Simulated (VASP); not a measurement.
# Si4BW (I4/mmm) in VASP: a series of runs

Runs on Si4BW. Level: PBE. Tasks: relaxation of cell and atoms.

All numbers are computed with VASP 6.6.1; they aren't measurements. Logs are shortened: lines on timing, memory, paths and dates and some standing lists are left out, and cuts for length are marked.

### 1 The cell of the first run

The structure is tetragonal, space group I4/mmm (No. 139). The conventional cell has a = 6.591 Å, b = 6.591 Å, c = 4.151 Å, α = 90.00°, β = 90.00°, γ = 90.00°. Si (site symmetry m2m) has 1 B at 2.02 Å and 1 Si at 2.56 Å within 2.7 Å. Within 2.7 Å of B (site symmetry 4/mmm) lie 4 Si at 2.02 Å and 2 W at 2.08 Å. Within 2.7 Å of W (site symmetry 4/mmm) lie 2 B at 2.08 Å.

### 2 Relaxation of cell and atoms, PBE

INCAR

```
SYSTEM = Si4BW
PREC = Accurate
ENCUT = 600
EDIFF = 1E-6
ISMEAR = 0
SIGMA = 0.1
LREAL = .False.
LASPH = .True.
NELM = 100
ALGO = Normal
ISIF = 3
LWAVE = .False.
LCHARG = .False.
GGA = PE
IBRION = 2
NSW = 90
EDIFFG = -0.04
```

KPOINTS

```
regular mesh
0
Gamma
  6 6 6
  0 0 0
```

POSCAR

```
Si4BW
1.0
   -3.2955170407      3.2955170407      2.0753796776
    3.2955170407     -3.2955170407      2.0753796776
    3.2955170407      3.2955170407     -2.0753796776
Si B W
4 1 1
Direct
    0.0000000000      0.3058880245      0.3058880245
    0.0000000000      0.6941119755      0.6941119755
    0.3058880245      0.0000000000      0.3058880245
    0.6941119755      0.0000000000      0.6941119755
    0.0000000000      0.0000000000      0.0000000000
    0.5000000000      0.5000000000      0.0000000000
```

Potentials or basis: VASP PAW PBE potentials, release 64 (Si, B, W_sv).

Run with:

```bash
$ cat potpaw_PBE.64/Si/POTCAR potpaw_PBE.64/B/POTCAR potpaw_PBE.64/W_sv/POTCAR > POTCAR
$ mpirun -np 1 vasp_std > vasp.out
```

OUTCAR:

```text
SYSTEM = Si4BW
   PREC = Accurate
   ENCUT = 600
   EDIFF = 1E-6
   ISMEAR = 0
   LREAL = .False.
   LASPH = .True.
   NELM = 100
   ISIF = 3
   GGA = PE
   IBRION = 2
   NSW = 90
   EDIFFG = -0.04

 ion  position               nearest neighbor table
   1  0.000  0.306  0.306-   5 2.02   2 2.56   4 2.75   4 2.75   3 2.75   3 2.75   4 2.85   3 2.85
                             6 2.89   6 2.89
   2  0.000  0.694  0.694-   5 2.02   1 2.56   3 2.75   4 2.75   4 2.75   3 2.75   4 2.85   3 2.85
                             6 2.89   6 2.89
   3  0.306  0.000  0.306-   5 2.02   4 2.56   2 2.75   2 2.75   1 2.75   1 2.75   2 2.85   1 2.85
                             6 2.89   6 2.89
   4  0.694  0.000  0.694-   5 2.02   3 2.56   2 2.75   1 2.75   2 2.75   1 2.75   1 2.85   2 2.85
                             6 2.89   6 2.89
   5  0.000  0.000  0.000-   1 2.02   2 2.02   3 2.02   4 2.02   6 2.08   6 2.08
   6  0.500  0.500  0.000-   5 2.08   5 2.08   2 2.89   4 2.89   3 2.89   3 2.89   1 2.89   2 2.89
                             4 2.89   1 2.89

  LATTYP: Found a body centered tetragonal cell.
 ALAT       =     6.5910340814
 C/A-ratio  =     0.6297584421

  Lattice vectors:

 A1 = (  -3.2955170407,   3.2955170407,   2.0753796776)
 A2 = (   3.2955170407,  -3.2955170407,   2.0753796776)
 A3 = (   3.2955170407,   3.2955170407,  -2.0753796776)

Analysis of symmetry for initial positions (statically):
=====================================================================
 Subroutine PRICEL returns:
 Original cell was already a primitive cell.

 Routine SETGRP: Setting up the symmetry group for a
 body centered tetragonal supercell.

 Subroutine GETGRP returns: Found 16 space group operations
 (whereof 16 operations were pure point group operations)
 out of a pool of 16 trial point group operations.

The static configuration has the point symmetry D_4h.

Analysis of symmetry for dynamics (positions and initial velocities):
=====================================================================
 Subroutine PRICEL returns:
 Original cell was already a primitive cell.

 Routine SETGRP: Setting up the symmetry group for a
 body centered tetragonal supercell.

 Subroutine GETGRP returns: Found 16 space group operations
 (whereof 16 operations were pure point group operations)
 out of a pool of 16 trial point group operations.

The dynamic configuration has the point symmetry D_4h.

 Subroutine INISYM returns: Found 16 space group operations
 (whereof 16 operations are pure point group operations),
 and found     1 'primitive' translations

----------------------------------------------------------------------------------------

                                     Primitive cell

  volume of cell :      90.1581

  direct lattice vectors                    reciprocal lattice vectors
    -3.295517041  3.295517041  2.075379678     0.000000000  0.151721261  0.240919773
     3.295517041 -3.295517041  2.075379678     0.151721261  0.000000000  0.240919773
     3.295517041  3.295517041 -2.075379678     0.151721261  0.151721261  0.000000000

  length of vectors
     5.101770863  5.101770863  5.101770863     0.284713326  0.284713326  0.214566265

  position of ions in fractional coordinates (direct lattice)
     0.000000000  0.305888024  0.305888024
     0.000000000  0.694111976  0.694111976
     0.305888024  0.000000000  0.305888024
     0.694111976  0.000000000  0.694111976
     0.000000000  0.000000000  0.000000000
     0.500000000  0.500000000  0.000000000

  ion indices of the primitive-cell ions
   primitive index   ion index
                 1           1
                 2           2
                 3           3
                 4           4
                 5           5
                 6           6

----------------------------------------------------------------------------------------

 KPOINTS: regular mesh

Automatic generation of k-mesh.
 Grid dimensions read from file:
 generate k-points for:    6    6    6

 Generating k-lattice:

  Cartesian coordinates                     Fractional coordinates (reciprocal lattice)
     0.000000000  0.025286877  0.040153295     0.166666667  0.000000000  0.000000000
     0.025286877  0.000000000  0.040153295     0.000000000  0.166666667  0.000000000
     0.025286877  0.025286877  0.000000000     0.000000000  0.000000000  0.166666667

  Length of vectors
     0.047452221  0.047452221  0.035761044

  Shift w.r.t. Gamma in fractional coordinates (k-lattice)
     0.000000000  0.000000000  0.000000000

 Subroutine IBZKPT returns following result:
 ===========================================

 Found     30 irreducible k-points:

 Following reciprocal coordinates:
            Coordinates               Weight
  0.000000  0.000000  0.000000      1.000000
  0.166667  0.000000 -0.000000      8.000000
  0.333333  0.000000  0.000000      8.000000
  0.500000  0.000000 -0.000000      4.000000
  0.166667  0.166667 -0.000000      8.000000
  0.333333  0.166667  0.000000     16.000000
[... 16 lines left out ...]
 -0.333333 -0.333333  0.166667      8.000000
 -0.166667 -0.333333  0.166667      8.000000
 [... further k-points ...]
   k-points           NKPTS =     30   k-points in BZ     NKDIM =     30   number of bands    NBANDS=     20
   number of dos      NEDOS =    301   number of ions     NIONS =      6
   total plane-waves  NPLWV =  74088
   dimension x,y,z NGX =    42 NGY =   42 NGZ =   42
   dimension x,y,z NGXF=    84 NGYF=   84 NGZF=   84
   ions per type =               4   1   1
   NGX,Y,Z   is equivalent  to a cutoff of  13.69, 13.69, 13.69 a.u.
   NGXF,Y,Z  is equivalent  to a cutoff of  27.37, 27.37, 27.37 a.u.
 SYSTEM =  Si4BW
   PREC   = accura    normal or accurate (medium, high low for compatibility)
   ISTART =      0    job   : 0-new  1-cont  2-samecut
   ICHARG =      2    charge: 1-file 2-atom 10-const
   ISPIN  =      1    spin polarized calculation?
   LNONCOLLINEAR =      F non collinear calculations
   LSORBIT =      F    spin-orbit coupling
   LASPH  =      T    aspherical Exc in radial PAW
   ENCUT  =  600.0 eV  44.10 Ry    6.64 a.u.  10.19 10.19 10.19*2*pi/ulx,y,z
   NELM   =    100;   NELMIN=  2; NELMDL= -5     # of ELM steps
   EDIFF  = 0.1E-05   stopping-criterion for ELM
   LREAL  =      F    real-space projection
   EDIFFG = -.4E-01   stopping-criterion for IOM
   NSW    =     90    number of steps for IOM
   IBRION =      2    ionic relax: 0-MD 1-quasi-New 2-CG
   NFREE  =      1    steps in history (QN), initial steepest desc. (CG)
   ISIF   =      3    stress and relaxation
   ISYM   =      2    0-nonsym 1-usesym 2-fastsym
   POTIM  = 0.5000    time-step for ionic-motion
   TEBEG  =    0.0;   TEEND  =   0.0 temperature during run
   PSTRESS=    0.0 pullay stress
   NELECT =      33.0000    total number of electrons
   NUPDOWN=      -1.0000    fix difference up-down
   EMIN   =  10.00;   EMAX   =-10.00  energy-range for DOS
   EFERMI =   0.00;   METHOD = LEGACY
   ISMEAR =     0;   SIGMA  =   0.10  broadening in eV -4-tet -1-fermi 0-gaus
   EFERMI_NEDOS =   21; number of points for ismear=-14 and -15
   IALGO  =     38    algorithm
   IMIX   =      4    mixing-type and parameters
     AMIX     =   0.40;   BMIX     =  1.00
     AMIX_MAG =   1.60;   BMIX_MAG =  1.00
  volume/ion in A,a.u.               =      15.03       101.40
  Fermi-wavevector in a.u.,A,eV,Ry     =   1.171057  2.212976 18.658673  1.371374
  Thomas-Fermi vector in A             =   2.307506
   LORBIT       =      0    0 simple, 1 ext, 2 COOP (PROOUT), +10 PAW based schemes
   GGA     = PE    functional components
   LHFCALC =     F    Hartree Fock is set to
   AEXX    =    0.0000 exact exchange contribution
   IVDW    =     0    specifies the selected vdW correction
   LEPSILON=     F    determine dielectric tensor
   LRPA    =     F    only Hartree local field effects (RPA)
 conjugate gradient relaxation of ions
 non-spin polarized calculation
 Gauss-broadening in eV      SIGMA  =   0.10
  energy-cutoff  :      600.00
  volume of cell :       90.16
 maximum number of plane-waves:      3045
 NGX is ok and might be reduce to    42
   NGX = 21   NGY = 21   NGZ = 21

--------------------------------------- Ionic step        1  -------------------------------------------

 number of electron      33.0000003 magnetization

 Free energy of the ion-electron system (eV)
  ---------------------------------------------------
  ext. energy  EPLUGINS =         0.00000000
  ---------------------------------------------------
  free energy    TOTEN  =       -36.00095838 eV

  energy without entropy =      -35.97737848  energy(sigma->0) =      -35.98916843

------------------------ aborting loop because EDIFF is reached ----------------------------------------

  FORCE on cell =-STRESS in cart. coord.  units (eV):
  Direction    XX          YY          ZZ          XY          YZ          ZX
  --------------------------------------------------------------------------------------
  -------------------------------------------------------------------------------------
  Total        0.3212575      0.3212575     -1.1423978      0.0000000     -0.0000000      0.0000000
  in kB        5.7089891      5.7089891    -20.3012732      0.0000000     -0.0000000      0.0000000
  external PRESSURE =      -2.9610983 kB  Pullay stress =       0.0000000 kB
[... 101 lines left out ...]
  FREE ENERGIE OF THE ION-ELECTRON SYSTEM (eV)
  ---------------------------------------------------
  free  energy   TOTEN  =       -36.0178368807 eV

  energy  without entropy=      -35.9958537198  energy(sigma->0) =      -36.00684530

[... ionic steps 4 to 16 ...]

--------------------------------------- Ionic step       17  -------------------------------------------

 number of electron      33.0000000 magnetization

------------------------ aborting loop because EDIFF is reached ----------------------------------------
[... 75 lines left out ...]
--------------------------------------- Ionic step       19  -------------------------------------------

 number of electron      33.0000000 magnetization

 Free energy of the ion-electron system (eV)
  ---------------------------------------------------
  ext. energy  EPLUGINS =         0.00000000
  ---------------------------------------------------
  free energy    TOTEN  =       -36.05967092 eV

  energy without entropy =      -36.04065260  energy(sigma->0) =      -36.05016176

 E-fermi :   9.0693     XC(G=0): -11.2981

 val. band max:        9.0401284647   @ k =   0.5000   0.3333  -0.0000
 cond. band min:       9.0997306159   @ k =  -0.3333   0.5000   0.1667
 fundamental gap:      0.0596021511
 Fermi energy:         9.0692772471

 k-point     1 :       0.0000    0.0000    0.0000
  band No.  band energies     occupation
      1     -65.2076      2.00000
      2     -29.4841      2.00000
      3     -29.4089      2.00000
      4     -29.4089      2.00000
      5      -4.8400      2.00000
      6      -0.3342      2.00000
[... 541 lines left out ...]
     19      10.7920      0.00000
     20      11.4035      0.00000

 [... further k-points ...]

------------------------ aborting loop because EDIFF is reached ----------------------------------------

  FORCE on cell =-STRESS in cart. coord.  units (eV):
  Direction    XX          YY          ZZ          XY          YZ          ZX
  --------------------------------------------------------------------------------------
  -------------------------------------------------------------------------------------
  Total       -0.0582836     -0.0582836      0.0438670      0.0000000      0.0000000      0.0000000
  in kB       -1.0701249     -1.0701249      0.8054275      0.0000000      0.0000000      0.0000000
  external PRESSURE =      -0.4449408 kB  Pullay stress =       0.0000000 kB
[... 21 lines left out ...]
  FREE ENERGIE OF THE ION-ELECTRON SYSTEM (eV)
  ---------------------------------------------------
  free  energy   TOTEN  =       -36.0596709195 eV

  energy  without entropy=      -36.0406526005  energy(sigma->0) =      -36.05016176

 reached required accuracy - stopping structural energy minimisation
```

It took 18 min on 1 thread of Intel Xeon Platinum 8488C (Sapphire Rapids), shared host; peak memory 0.3 GiB.

What came out:

```
Free energy                            : -36.0597 eV
Relaxed volume                         : 14.54 Å³/atom
Relaxed cell                           : a = 5.015 Å, b = 5.015 Å, c = 5.015 Å, α = 100.15°, β = 100.15°, γ = 130.35°
Space group after relaxing (to 0.05 Å) : I4/mmm (No. 139)
Energy gained by relaxing              : 9.8 meV/atom
Ionic steps                            : 19
Pressure after relaxing                : 0.0 GPa
Largest force after relaxing           : 0.037 eV/Å
```

Forces on the atoms (eV/Å):
```
Si  -0.037  0.000  0.000
Si   0.037  0.000  0.000
Si   0.000 -0.037  0.000
Si   0.000  0.037  0.000
B    0.000  0.000  0.000
W    0.000  0.000  0.000
```

Step by step:
```
step  energy change (eV)  largest force (eV/Å)  pressure (GPa)  volume (Å³)
   1              0.0000                0.3583           -0.30        90.16
   2             -0.0167                0.0312            0.10        89.79
   3             -0.0169                0.0645            0.05        89.83
   4             -0.0193                0.0648           -0.32        89.86
   5             -0.0285                0.0517           -1.37        89.96
   6             -0.0248                0.2711           -3.20        90.15
   7             -0.0324                0.0389           -2.09        90.03
   8             -0.0326                0.0629           -2.24        90.05
   9             -0.0328                0.0681           -2.26        90.03
  10             -0.0336                0.0837           -2.30        89.99
  11             -0.0348                0.1190           -2.42        89.89
  12             -0.0356                0.1983           -2.56        89.70
  13             -0.0376                0.1972           -2.44        89.57
  14             -0.0432                0.1942           -2.06        89.15
  15             -0.0514                0.1930           -1.25        88.32
  16             -0.0543                0.2111            0.52        86.68
  17             -0.0554                0.2013           -0.14        87.27
  18             -0.0567                0.1599           -0.12        87.27
  19             -0.0587                0.0373           -0.04        87.26
```

Final structure:
```xyz
6
Lattice="-3.2187 3.2187 2.1057 3.2187 -3.2187 2.1057 3.2187 3.2187 -2.1057" Properties=species:S:1:pos:R:3 pbc="T T T"
Si    2.0209    0.0000    0.0000
Si    4.4165    0.0000    0.0000
Si    0.0000    2.0209    0.0000
Si    0.0000    4.4165    0.0000
B    -3.2187    3.2187    2.1057
W     0.0000    0.0000    2.1057
```

Levels at points of the mesh, in eV from the Fermi level:
```tsv
k point	band 14	band 15	band 16	band 17	band 18	band 19	band 20
(0.00, 0.00, 0.00)	-2.58	-2.58	-2.04	-2.00	-1.76	2.04	2.49
(0.50, 0.00, 0.00)	-1.72	-0.72	0.24	0.33	1.27	2.00	2.19
(0.50, 0.50, 0.00)	-1.71	-0.93	-0.28	-0.13	0.14	0.90	1.79
(0.50, 0.50, 0.50)	-1.48	-1.27	-0.77	-0.24	-0.08	1.26	2.77
```

Caveat: spin-orbit coupling is left out, which moves the levels of the heavy elements.

### 3 Relaxation of cell and atoms, PBE

This run uses another cell than the first one, of 14.55 Å³/atom, 0.968 times its volume.

INCAR

```
ALGO = Normal
EDIFF = 1E-7
EDIFFG = -0.01
ENCUT = 600
GGA = PE
IBRION = 2
ISIF = 3
ISMEAR = 0
LASPH = T
LCHARG = F
LREAL = F
LWAVE = F
NELM = 60
NSW = 100
PREC = Accurate
SIGMA = 0.1
```

KPOINTS

```
k-points
0
Gamma
  10 10 10
```

POSCAR

```
Si4BW
1.0
   -3.2195866746      3.2195866746      2.1055283270
    3.2195866746     -3.2195866746      2.1055283270
    3.2195866746      3.2195866746     -2.1055283270
Si B W
4 1 1
Direct
    0.0000000000      0.3136208826      0.3136208826
    0.0000000000      0.6863791174      0.6863791174
    0.3136208826      0.0000000000      0.3136208826
    0.6863791174      0.0000000000      0.6863791174
    0.0000000000      0.0000000000      0.0000000000
    0.5000000000      0.5000000000      0.0000000000
```

Potentials or basis: VASP PAW PBE potentials, release 64 (Si, B, W_sv).

Run with:

```bash
$ cat potpaw_PBE.64/Si/POTCAR potpaw_PBE.64/B/POTCAR potpaw_PBE.64/W_sv/POTCAR > POTCAR
$ mpirun -np 1 vasp_std > vasp.out
```

Wall time 15 min (1 thread of Intel Xeon Platinum 8488C (Sapphire Rapids), shared host); peak memory 0.42 GiB.

It converged, with:

- Free energy: -36.1023 eV
- Relaxed volume: 14.60 Å³/atom
- Relaxed cell: a = 5.029 Å, b = 5.029 Å, c = 5.029 Å, α = 100.02°, β = 100.02°, γ = 130.69°
- Space group after relaxing (to 0.05 Å): I4/mmm (No. 139)
- Energy gained by relaxing: 0.2 meV/atom
- Ionic steps: 5
- Pressure after relaxing: 0.0 GPa
- Largest force after relaxing: 0.005 eV/Å

Forces on the atoms (eV/Å):
```
Si  -0.005  0.000  0.000
Si   0.005  0.000  0.000
Si   0.000 -0.005  0.000
Si   0.000  0.005  0.000
B    0.000  0.000  0.000
W    0.000  0.000  0.000
```

The path:
| step | energy change (eV) | largest force (eV/Å) | pressure (GPa) | volume (Å³) |
| --- | --- | --- | --- | --- |
| 1 | 0.0000 | 0.0225 | 0.04 | 87.30 |
| 2 | -0.0006 | 0.0133 | 0.12 | 87.34 |
| 3 | -0.0009 | 0.0044 | 0.23 | 87.40 |
| 4 | -0.0010 | 0.0061 | -0.18 | 87.78 |
| 5 | -0.0010 | 0.0052 | -0.02 | 87.63 |

Final structure:
```
CELL_PARAMETERS angstrom
-3.23163 3.23163 2.09768
3.23163 -3.23163 2.09768
3.23163 3.23163 -2.09768
ATOMIC_POSITIONS crystal
Si 0.00000 0.31311 0.31311
Si 0.00000 0.68689 0.68689
Si 0.31311 0.00000 0.31311
Si 0.68689 0.00000 0.68689
B 0.00000 0.00000 0.00000
W 0.50000 0.50000 0.00000
```

Levels at points of the mesh, in eV from the Fermi level:
```tsv
k point	band 15	band 16	band 17	band 18	band 19	band 20
(0.00, 0.00, 0.00)	-2.57	-2.08	-2.00	-1.70	2.02	2.52
(0.50, 0.00, 0.00)	-0.73	0.19	0.32	1.28	2.04	2.22
(0.50, 0.50, 0.00)	-0.93	-0.25	-0.15	0.17	0.90	1.81
(0.50, 0.50, 0.50)	-1.32	-0.80	-0.25	0.00	1.30	2.70
```

Caveat: spin-orbit coupling is left out, which moves the levels of the heavy elements.
